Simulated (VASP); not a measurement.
A run of VASP 6.6.1 is set up as follows.

File INCAR:

```
SYSTEM = Ga2Cl
  ALGO = Normal
  EDIFF = 1E-6
  ENCUT = 520
  GGA = PE
  ISIF = 2
  ISMEAR = 0
  LASPH = .TRUE.
  LCHARG = .TRUE.
  LELF = .TRUE.
  LREAL = .FALSE.
  LVHAR = .TRUE.
  LWAVE = .FALSE.
  NBANDS = 24
  NELM = 60
  PREC = Accurate
  SIGMA = 0.1
```

The input KPOINTS:

```
k-points
0
G
  6 6 6
  0 0 0
```

Contents of POSCAR:

```
Ga2Cl
1.0
    0.0000000000      3.5226123726      3.5226123726
    3.5226123726      0.0000000000      3.5226123726
    3.5226123726      3.5226123726      0.0000000000
Ga Cl
2 1
Direct
    0.2500000000      0.2500000000      0.2500000000
    0.7500000000      0.7500000000      0.7500000000
    0.0000000000      0.0000000000      0.0000000000
```

Potentials or basis: VASP PAW PBE potentials, release 64 (Ga_d, Cl).

The run is started by

```sh
$ cat potpaw_PBE.64/Ga_d/POTCAR potpaw_PBE.64/Cl/POTCAR > POTCAR
$ mpirun -np 1 vasp_std > vasp.out
```

**Question.** What does it give for the band gap on the k mesh?

**Answer.** Zero (an odd number of electrons rules out a gap without spin polarisation).

**Question.** Estimate the pressure.

**Answer.** 0.2 GPa.

Caveat: an odd number of electrons without spin polarisation forces a metal; a magnetic or distorted state may lie lower.
